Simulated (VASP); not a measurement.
# Rh (Im-3m) in VASP: further runs

The runs below take Rh through single point, with PBE.

Everything below comes from runs of VASP 6.6.1. Logs are shortened: lines on timing, memory, paths and dates and some standing lists are left out, and cuts for length are marked.

### 1 The cell of the first run

The structure is cubic, space group Im-3m (No. 229). Conventional cell: a = 3.191 Å, b = 3.191 Å, c = 3.191 Å, α = 90.00°, β = 90.00°, γ = 90.00°. Rh (site symmetry m-3m) has 14 Rh at 2.76 to 3.19 Å within 3.6 Å.

### 2 Single point, PBE, collinear spin, ferromagnetic start

File INCAR:

```
SYSTEM = Rh
ALGO = Normal
EDIFF = 1E-6
ENCUT = 500
GGA = PE
GGA_COMPAT = .False.
ISIF = 2
ISMEAR = -1
ISPIN = 2
LASPH = .True.
LCHARG = .True.
LELF = .True.
LMAXMIX = 4
LORBIT = 11
LREAL = .False.
LVHAR = .True.
LWAVE = .False.
MAGMOM = 0.72
NBANDS = 18
NELM = 200
PREC = Accurate
SIGMA = 0.1
```

File KPOINTS:

```
k-points
0
Gamma
  8 8 8
  0 0 0
```

File POSCAR:

```
Rh
1.0
   -1.5952990000      1.5952990000      1.5952990000
    1.5952990000     -1.5952990000      1.5952990000
    1.5952990000      1.5952990000     -1.5952990000
Rh
1
Direct
    0.0000000000      0.0000000000      0.0000000000
```

Potentials or basis: VASP PAW PBE potentials, release 64 (Rh_pv).

Launch:

```bash
$ cat potpaw_PBE.64/Rh_pv/POTCAR > POTCAR
$ mpirun -np 1 vasp_std > vasp.out
```

OUTCAR:

```text
SYSTEM = Rh
   EDIFF = 1E-6
   ENCUT = 500
   GGA = PE
   ISIF = 2
   ISMEAR = -1
   ISPIN = 2
   LASPH = .True.
   LORBIT = 11
   LREAL = .False.
   NELM = 200
   PREC = Accurate

 ion  position               nearest neighbor table
   1  0.000  0.000  0.000-

  LATTYP: Found a body centered cubic cell.
 ALAT       =     3.1905980000

  Lattice vectors:

 A1 = (  -1.5952990000,   1.5952990000,   1.5952990000)
 A2 = (   1.5952990000,  -1.5952990000,   1.5952990000)
 A3 = (   1.5952990000,   1.5952990000,  -1.5952990000)

Analysis of symmetry for initial positions (statically):
=====================================================================
 Subroutine PRICEL returns:
 Original cell was already a primitive cell.

 Routine SETGRP: Setting up the symmetry group for a
 body centered cubic supercell.

 Subroutine GETGRP returns: Found 48 space group operations
 (whereof 48 operations were pure point group operations)
 out of a pool of 48 trial point group operations.

The static configuration has the point symmetry O_h .

Analysis of symmetry for dynamics (positions and initial velocities):
=====================================================================
 Subroutine PRICEL returns:
 Original cell was already a primitive cell.

 Routine SETGRP: Setting up the symmetry group for a
 body centered cubic supercell.

 Subroutine GETGRP returns: Found 48 space group operations
 (whereof 48 operations were pure point group operations)
 out of a pool of 48 trial point group operations.

The dynamic configuration has the point symmetry O_h .

Analysis of structural, dynamic, and magnetic symmetry:
=====================================================================
 Subroutine PRICEL returns:
 Original cell was already a primitive cell.

 Routine SETGRP: Setting up the symmetry group for a
 body centered cubic supercell.

 Subroutine GETGRP returns: Found 48 space group operations
 (whereof 48 operations were pure point group operations)
 out of a pool of 48 trial point group operations.

The overall configuration has the point symmetry O_h .

 Subroutine INISYM returns: Found 48 space group operations
 (whereof 48 operations are pure point group operations),
 and found     1 'primitive' translations

[... 100 lines left out ...]
   POTIM  = 0.5000    time-step for ionic-motion
   TEBEG  =    0.0;   TEEND  =   0.0 temperature during run
   PSTRESS=    0.0 pullay stress
   NELECT =      15.0000    total number of electrons
   NUPDOWN=      -1.0000    fix difference up-down
   EMIN   =  10.00;   EMAX   =-10.00  energy-range for DOS
   EFERMI =   0.00;   METHOD = LEGACY
   ISMEAR =    -1;   SIGMA  =   0.10  broadening in eV -4-tet -1-fermi 0-gaus
   EFERMI_NEDOS =   21; number of points for ismear=-14 and -15
   IALGO  =     38    algorithm
   IMIX   =      4    mixing-type and parameters
     AMIX     =   0.40;   BMIX     =  1.00
     AMIX_MAG =   1.60;   BMIX_MAG =  1.00
  volume/ion in A,a.u.               =      16.24       109.59
  Fermi-wavevector in a.u.,A,eV,Ry     =   1.594324  3.012835 34.584213  2.541868
  Thomas-Fermi vector in A             =   2.692416
   LORBIT       =     11    0 simple, 1 ext, 2 COOP (PROOUT), +10 PAW based schemes
   GGA     = PE    functional components
   LHFCALC =     F    Hartree Fock is set to
   AEXX    =    0.0000 exact exchange contribution
   IVDW    =     0    specifies the selected vdW correction
   LEPSILON=     F    determine dielectric tensor
   LRPA    =     F    only Hartree local field effects (RPA)
 spin polarized calculation
  energy-cutoff  :      500.00
  volume of cell :       16.24
 maximum number of plane-waves:       427
   NGX =  9   NGY =  9   NGZ =  9

 number of electron      14.9999992 magnetization       0.5757450

 Free energy of the ion-electron system (eV)
  ---------------------------------------------------
  ext. energy  EPLUGINS =         0.00000000
  ---------------------------------------------------
  free energy    TOTEN  =        -6.82687055 eV

  energy without entropy =       -6.74991884  energy(sigma->0) =       -6.78839469

 E-fermi :   9.0591     XC(G=0): -12.9689

 val. band max:        9.0424764128   @ k =   0.1250   0.1250   0.0000
 cond. band min:       9.0850119846   @ k =   0.2500   0.2500   0.1250
 fundamental gap:      0.0425355718
 Fermi energy:         9.0590947081

 spin component 1

 k-point     1 :       0.0000    0.0000    0.0000
  band No.  band energies     occupation
      1     -37.1008      1.00000
      2     -37.1008      1.00000
      3     -37.1008      1.00000
      4       2.2979      1.00000
      5       6.5023      1.00000
      6       6.5023      1.00000
[... 493 lines left out ...]
     17      37.7232      0.00000
     18      40.3616      0.00000

 [... further k-points ...]

 spin component 2

 k-point     1 :       0.0000    0.0000    0.0000
  band No.  band energies     occupation
      1     -36.6357      1.00000
      2     -36.6357      1.00000
      3     -36.6357      1.00000
      4       2.3652      1.00000
      5       6.8225      1.00000
      6       6.8225      1.00000
[... 493 lines left out ...]
     17      37.8418      0.00000
     18      40.4878      0.00000

 [... further k-points ...]

------------------------ aborting loop because EDIFF is reached ----------------------------------------

  FORCE on cell =-STRESS in cart. coord.  units (eV):
  Direction    XX          YY          ZZ          XY          YZ          ZX
  --------------------------------------------------------------------------------------
  -------------------------------------------------------------------------------------
  Total       -1.8856549     -1.8856549     -1.8856549      0.0000000      0.0000000     -0.0000000
  in kB     -186.0315158   -186.0315158   -186.0315158      0.0000000      0.0000000     -0.0000000
  external PRESSURE =    -186.0315158 kB  Pullay stress =       0.0000000 kB

 VOLUME and BASIS-vectors are now :
 -----------------------------------------------------------------------------
  energy-cutoff  :      500.00
  volume of cell :       16.24
      direct lattice vectors                 reciprocal lattice vectors
    -1.595299000  1.595299000  1.595299000     0.000000000  0.313420870  0.313420870
     1.595299000 -1.595299000  1.595299000     0.313420870  0.000000000  0.313420870
     1.595299000  1.595299000 -1.595299000     0.313420870  0.313420870  0.000000000

 POSITION                                       TOTAL-FORCE (eV/Angst)
 -----------------------------------------------------------------------------------
      0.00000      0.00000      0.00000        -0.000000     -0.000000      0.000000
 -----------------------------------------------------------------------------------
    total drift:                                0.000000     -0.000000      0.000000

  FREE ENERGIE OF THE ION-ELECTRON SYSTEM (eV)
  ---------------------------------------------------
  free  energy   TOTEN  =        -6.8268705465 eV

  energy  without entropy=       -6.7499188413  energy(sigma->0) =       -6.78839469

 total charge

# of ion       s       p       d       tot
------------------------------------------
    1        0.345   6.199   7.016  13.560

 magnetization (x)

# of ion       s       p       d       tot
------------------------------------------
    1        0.001  -0.002   0.582   0.580
```

stdout:

```text
POSCAR found type information on POSCAR Rh
 POSCAR found :  1 types and       1 ions
 scaLAPACK will be used
 LDA part: xc-table for (Slater+PW92), standard interpolation
 POSCAR, INCAR and KPOINTS ok, starting setup
 FFT: planning ... GRIDC
 FFT: planning ... GRID_SOFT
 FFT: planning ... GRID
 WAVECAR not read
 entering main loop
```

It took 8 s on 1 thread of Intel Xeon 6975P-C (Granite Rapids), shared host; peak memory 0.13 GiB.

What came out:

- Free energy: -6.8269 eV
- Pressure: -18.6 GPa
- Net moment: 0.58 μB per cell
- Site moments: Rh +0.58 μB
- Valence electrons inside the program's atomic spheres: Rh 13.56

### 3 Single point, PBE, collinear spin, ferromagnetic start

File INCAR:

```
  ALGO = Normal
  EDIFF = 1E-6
  ENCUT = 500
  GGA = PE
  GGA_COMPAT = False
  ISIF = 2
  ISMEAR = -1
  ISPIN = 2
  LASPH = True
  LCHARG = False
  LMAXMIX = 4
  LORBIT = 11
  LREAL = False
  LWAVE = False
  MAGMOM = -0.72
  NBANDS = 18
  NELM = 200
  PREC = Accurate
  SIGMA = 0.1
```

File KPOINTS:

```
k-points
0
Gamma
  8 8 8
```

POSCAR is that of step 2.

Potentials or basis: VASP PAW PBE potentials, release 64 (Rh_pv).

Launch:

```bash
$ cat potpaw_PBE.64/Rh_pv/POTCAR > POTCAR
$ mpirun -np 1 vasp_std > vasp.out
```

OUTCAR:

```text
EDIFF = 1E-6
   ENCUT = 500
   GGA = PE
   ISIF = 2
   ISMEAR = -1
   ISPIN = 2
   LASPH = True
   LORBIT = 11
   LREAL = False
   NELM = 200
   PREC = Accurate

 ion  position               nearest neighbor table
   1  0.000  0.000  0.000-

  LATTYP: Found a body centered cubic cell.
 ALAT       =     3.1905980000

  Lattice vectors:

 A1 = (  -1.5952990000,   1.5952990000,   1.5952990000)
 A2 = (   1.5952990000,  -1.5952990000,   1.5952990000)
 A3 = (   1.5952990000,   1.5952990000,  -1.5952990000)

Analysis of symmetry for initial positions (statically):
=====================================================================
 Subroutine PRICEL returns:
 Original cell was already a primitive cell.

 Routine SETGRP: Setting up the symmetry group for a
 body centered cubic supercell.

 Subroutine GETGRP returns: Found 48 space group operations
 (whereof 48 operations were pure point group operations)
 out of a pool of 48 trial point group operations.

The static configuration has the point symmetry O_h .

Analysis of symmetry for dynamics (positions and initial velocities):
=====================================================================
 Subroutine PRICEL returns:
 Original cell was already a primitive cell.

 Routine SETGRP: Setting up the symmetry group for a
 body centered cubic supercell.

 Subroutine GETGRP returns: Found 48 space group operations
 (whereof 48 operations were pure point group operations)
 out of a pool of 48 trial point group operations.

The dynamic configuration has the point symmetry O_h .

Analysis of structural, dynamic, and magnetic symmetry:
=====================================================================
 Subroutine PRICEL returns:
 Original cell was already a primitive cell.

 Routine SETGRP: Setting up the symmetry group for a
 body centered cubic supercell.

 Subroutine GETGRP returns: Found 48 space group operations
 (whereof 48 operations were pure point group operations)
 out of a pool of 48 trial point group operations.

The overall configuration has the point symmetry O_h .

 Subroutine INISYM returns: Found 48 space group operations
 (whereof 48 operations are pure point group operations),
 and found     1 'primitive' translations

----------------------------------------------------------------------------------------

                                     Primitive cell

  volume of cell :      16.2400

  direct lattice vectors                    reciprocal lattice vectors
    -1.595299000  1.595299000  1.595299000     0.000000000  0.313420870  0.313420870
     1.595299000 -1.595299000  1.595299000     0.313420870  0.000000000  0.313420870
     1.595299000  1.595299000 -1.595299000     0.313420870  0.313420870  0.000000000

  length of vectors
     2.763138921  2.763138921  2.763138921     0.443244045  0.443244045  0.443244045

  position of ions in fractional coordinates (direct lattice)
     0.000000000  0.000000000  0.000000000

  ion indices of the primitive-cell ions
   primitive index   ion index
                 1           1

----------------------------------------------------------------------------------------
[... 53 lines left out ...]
   number of dos      NEDOS =    301   number of ions     NIONS =      1
   total plane-waves  NPLWV =   8000
   dimension x,y,z NGX =    20 NGY =   20 NGZ =   20
   dimension x,y,z NGXF=    40 NGYF=   40 NGZF=   40
   ions per type =               1
   NGX,Y,Z   is equivalent  to a cutoff of  12.03, 12.03, 12.03 a.u.
   NGXF,Y,Z  is equivalent  to a cutoff of  24.07, 24.07, 24.07 a.u.
 SYSTEM =  unknown system
   PREC   = accura    normal or accurate (medium, high low for compatibility)
   ISTART =      0    job   : 0-new  1-cont  2-samecut
   ICHARG =      2    charge: 1-file 2-atom 10-const
   ISPIN  =      2    spin polarized calculation?
   LNONCOLLINEAR =      F non collinear calculations
   LSORBIT =      F    spin-orbit coupling
   LASPH  =      T    aspherical Exc in radial PAW
   ENCUT  =  500.0 eV  36.75 Ry    6.06 a.u.   5.04  5.04  5.04*2*pi/ulx,y,z
   NELM   =    200;   NELMIN=  2; NELMDL= -5     # of ELM steps
   EDIFF  = 0.1E-05   stopping-criterion for ELM
   LREAL  =      F    real-space projection
   EDIFFG = 0.1E-04   stopping-criterion for IOM
   NSW    =      0    number of steps for IOM
   IBRION =     -1    ionic relax: 0-MD 1-quasi-New 2-CG
   NFREE  =      0    steps in history (QN), initial steepest desc. (CG)
   ISIF   =      2    stress and relaxation
   ISYM   =      2    0-nonsym 1-usesym 2-fastsym
   POTIM  = 0.5000    time-step for ionic-motion
   TEBEG  =    0.0;   TEEND  =   0.0 temperature during run
   PSTRESS=    0.0 pullay stress
   NELECT =      15.0000    total number of electrons
   NUPDOWN=      -1.0000    fix difference up-down
   EMIN   =  10.00;   EMAX   =-10.00  energy-range for DOS
   EFERMI =   0.00;   METHOD = LEGACY
   ISMEAR =    -1;   SIGMA  =   0.10  broadening in eV -4-tet -1-fermi 0-gaus
   EFERMI_NEDOS =   21; number of points for ismear=-14 and -15
   IALGO  =     38    algorithm
   IMIX   =      4    mixing-type and parameters
     AMIX     =   0.40;   BMIX     =  1.00
     AMIX_MAG =   1.60;   BMIX_MAG =  1.00
  volume/ion in A,a.u.               =      16.24       109.59
  Fermi-wavevector in a.u.,A,eV,Ry     =   1.594324  3.012835 34.584213  2.541868
  Thomas-Fermi vector in A             =   2.692416
   LORBIT       =     11    0 simple, 1 ext, 2 COOP (PROOUT), +10 PAW based schemes
   GGA     = PE    functional components
   LHFCALC =     F    Hartree Fock is set to
   AEXX    =    0.0000 exact exchange contribution
   IVDW    =     0    specifies the selected vdW correction
   LEPSILON=     F    determine dielectric tensor
   LRPA    =     F    only Hartree local field effects (RPA)
 spin polarized calculation
  energy-cutoff  :      500.00
  volume of cell :       16.24
 maximum number of plane-waves:       427
   NGX =  9   NGY =  9   NGZ =  9

 number of electron      14.9999992 magnetization      -0.5757446

 Free energy of the ion-electron system (eV)
  ---------------------------------------------------
  ext. energy  EPLUGINS =         0.00000000
  ---------------------------------------------------
  free energy    TOTEN  =        -6.82687055 eV

  energy without entropy =       -6.74991883  energy(sigma->0) =       -6.78839469

 E-fermi :   9.0591     XC(G=0): -12.9689

 val. band max:        9.0424761016   @ k =   0.1250   0.1250   0.0000
 cond. band min:       9.0850116955   @ k =   0.2500   0.2500   0.1250
 fundamental gap:      0.0425355939
 Fermi energy:         9.0590945733

 spin component 1

 k-point     1 :       0.0000    0.0000    0.0000
  band No.  band energies     occupation
      1     -36.6357      1.00000
      2     -36.6357      1.00000
      3     -36.6357      1.00000
      4       2.3652      1.00000
      5       6.8225      1.00000
      6       6.8225      1.00000
[... 493 lines left out ...]
     17      37.8418      0.00000
     18      40.4878      0.00000

 [... further k-points ...]

 spin component 2

 k-point     1 :       0.0000    0.0000    0.0000
  band No.  band energies     occupation
      1     -37.1008      1.00000
      2     -37.1008      1.00000
      3     -37.1008      1.00000
      4       2.2979      1.00000
      5       6.5023      1.00000
      6       6.5023      1.00000
[... 493 lines left out ...]
     17      37.7232      0.00000
     18      40.3616      0.00000

 [... further k-points ...]

------------------------ aborting loop because EDIFF is reached ----------------------------------------

  FORCE on cell =-STRESS in cart. coord.  units (eV):
  Direction    XX          YY          ZZ          XY          YZ          ZX
  --------------------------------------------------------------------------------------
  -------------------------------------------------------------------------------------
  Total       -1.8856470     -1.8856470     -1.8856470      0.0000000     -0.0000000     -0.0000000
  in kB     -186.0307352   -186.0307352   -186.0307352      0.0000000     -0.0000000     -0.0000000
  external PRESSURE =    -186.0307352 kB  Pullay stress =       0.0000000 kB

 VOLUME and BASIS-vectors are now :
 -----------------------------------------------------------------------------
  energy-cutoff  :      500.00
  volume of cell :       16.24
      direct lattice vectors                 reciprocal lattice vectors
    -1.595299000  1.595299000  1.595299000     0.000000000  0.313420870  0.313420870
     1.595299000 -1.595299000  1.595299000     0.313420870  0.000000000  0.313420870
     1.595299000  1.595299000 -1.595299000     0.313420870  0.313420870  0.000000000

 POSITION                                       TOTAL-FORCE (eV/Angst)
 -----------------------------------------------------------------------------------
      0.00000      0.00000      0.00000        -0.000000     -0.000000      0.000000
 -----------------------------------------------------------------------------------
    total drift:                                0.000000     -0.000000     -0.000000

  FREE ENERGIE OF THE ION-ELECTRON SYSTEM (eV)
  ---------------------------------------------------
  free  energy   TOTEN  =        -6.8268705477 eV

  energy  without entropy=       -6.7499188269  energy(sigma->0) =       -6.78839469

 total charge

# of ion       s       p       d       tot
------------------------------------------
    1        0.345   6.199   7.016  13.560

 magnetization (x)

# of ion       s       p       d       tot
------------------------------------------
    1       -0.001   0.002  -0.582  -0.580
```

OSZICAR:

```text
N       E                     dE             d eps       ncg     rms          rms(c)
DAV:   1     0.133326153204E+03    0.13333E+03   -0.79760E+03  2104   0.846E+02
DAV:   2    -0.462321386195E+01   -0.13795E+03   -0.13076E+03  2198   0.286E+02
DAV:   3    -0.721365407019E+01   -0.25904E+01   -0.25758E+01  2448   0.418E+01
DAV:   4    -0.722392604325E+01   -0.10272E-01   -0.10271E-01  2318   0.268E+00
DAV:   5    -0.722399936711E+01   -0.73324E-04   -0.73323E-04  2346   0.201E-01    0.710E+00
DAV:   6    -0.683412648866E+01    0.38987E+00   -0.51523E-01  2186   0.912E+00    0.259E+00
DAV:   7    -0.682847614994E+01    0.56503E-02   -0.87654E-03  2254   0.934E-01    0.147E+00
DAV:   8    -0.682518202978E+01    0.32941E-02   -0.36701E-03  2246   0.591E-01    0.526E-01
DAV:   9    -0.682684377821E+01   -0.16617E-02   -0.60080E-04  2268   0.275E-01    0.810E-02
DAV:  10    -0.682686055690E+01   -0.16779E-04   -0.17922E-05  2252   0.370E-02    0.278E-02
DAV:  11    -0.682686624098E+01   -0.56841E-05   -0.52164E-06  2186   0.211E-02    0.214E-02
DAV:  12    -0.682686732079E+01   -0.10798E-05   -0.59308E-06  2172   0.216E-02    0.561E-03
DAV:  13    -0.682686878984E+01   -0.14690E-05   -0.19854E-07  1158   0.377E-03    0.290E-03
DAV:  14    -0.682687059093E+01   -0.18011E-05   -0.11964E-07  1084   0.287E-03    0.152E-03
DAV:  15    -0.682687054766E+01    0.43274E-07   -0.17138E-08  1080   0.112E-03
   1 F= -.68268705E+01 E0= -.67883947E+01  d E =-.769517E-01  mag=    -0.5757
```

Run time: 8.4 s. Hardware: 1 thread of Intel Xeon 6975P-C (Granite Rapids), shared host; peak memory 0.13 GiB.

Results:

```yaml
Free_energy: -6.8269 eV
Pressure: -18.6 GPa
Net_moment: -0.58 μB per cell
Site_moments: Rh -0.58 μB
Valence_electrons_inside_the_program's_atomic_spheres: Rh 13.56
```

Levels at points of the mesh, in eV from the Fermi level:
Spin up:
| k point | band 3 | band 4 | band 5 | band 6 | band 7 | band 8 | band 9 | band 10 | band 11 | band 12 |
| --- | --- | --- | --- | --- | --- | --- | --- | --- | --- | --- |
| (0.00, 0.00, 0.00) | -45.69 | -6.69 | -2.24 | -2.24 | -2.24 | -0.15 | -0.15 | 18.10 | 18.10 | 18.10 |
| (0.50, 0.00, 0.00) | -45.69 | -4.65 | -3.45 | -0.26 | 0.10 | 1.34 | 1.37 | 7.91 | 14.21 | 16.87 |
| (0.50, 0.50, 0.50) | -46.00 | -4.49 | -4.49 | 0.94 | 0.94 | 0.94 | 8.74 | 8.74 | 8.74 | 16.86 |
Spin down:
```csv
k point,band 6,band 7,band 8,band 9,band 10,band 11
"(0.00, 0.00, 0.00)",-2.56,-2.56,-0.72,-0.72,18.09,18.09
"(0.50, 0.00, 0.00)",-0.75,-0.48,0.96,1.33,7.65,14.16
"(0.50, 0.50, 0.50)",0.57,0.57,0.57,8.67,8.67,8.67
```
